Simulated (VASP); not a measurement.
Write the native input for VASP 6.6.1 that does the following.

| Quantity | Value |
| --- | --- |
| Task | single point |
| Functional | PBE |
| Dispersion | D3(BJ) |
| Potentials or basis | VASP PAW PBE potentials, release 64 (Sc_sv, Li_sv) |
| Cutoff | 520 eV |
| k mesh | 3 × 2 × 3 |
| Occupations | gaussian, width 0.1 eV |
| Spin | no spin polarisation |
| Dipole correction | no |
| Further INCAR settings | ALGO = Normal; EDIFF = 1e-07; NBANDS = 80 |

The structure of LiSc12 (a cell with a defect) lies in POSCAR:

```
LiSc12
1.0
    6.6200000000      0.0000000000      0.0000000000
   -4.9650000000      8.5996320000      0.0000000000
    0.0000000000      0.0000000000      5.2761400000
Sc Li
12 1
Direct
   -0.0041832170     -0.0080434837     -0.0312069050
    0.1664698730      0.2231421065      0.5034489229
    0.0002084005      0.3326412107      0.0077458142
    0.1424651109      0.5197329374      0.5097177103
   -0.0292692638      0.6503801558      0.0598515202
    0.1643081484      0.9150805523      0.4689960843
    0.5231092757      0.0290256606      0.0165677939
    0.6645721272      0.2208599159      0.5226345396
    0.5012446466      0.3333078671      0.0272907846
    0.6760800644      0.5656269943      0.5579575220
    0.5011087351      0.6477332984      0.0519328524
    0.7016006604      0.9073352209      0.4724686987
    0.3241391614      0.7765960218     -0.2572386252
```

The input as run:

INCAR

```
SYSTEM = LiSc12
PREC = Accurate ; ENCUT = 520
EDIFF = 1E-7 ; ISMEAR = 0
SIGMA = 0.1 ; LREAL = .False.
LASPH = .True. ; NELM = 60
ALGO = Normal ; ISIF = 2
LWAVE = .False. ; LCHARG = .False.
GGA = PE ; IVDW = 12
NBANDS = 80
```

KPOINTS

```
regular mesh
0
Gamma
  3 2 3
  0 0 0
```

Potentials or basis: VASP PAW PBE potentials, release 64 (Sc_sv, Li_sv).

Command:

```bash
$ cat potpaw_PBE.64/Sc_sv/POTCAR potpaw_PBE.64/Li_sv/POTCAR > POTCAR
$ mpirun -np 1 vasp_std > vasp.out
```

Results of the run:

```yaml
Largest_force: 0.022 eV/Å
Band_gap_on_the_k_mesh: zero (an odd number of electrons rules out a gap without spin polarisation)
Dispersion_energy_per_atom: -0.389 eV
```

Caveat: the k points lie up to 0.40 Å⁻¹ apart, too coarse for converged energies and pressures of a metal.

Run time: 7 min on 1 thread of Intel(R) Xeon(R) Platinum 8488C (Sapphire Rapids) (shared host), peak memory 0.47 GiB.
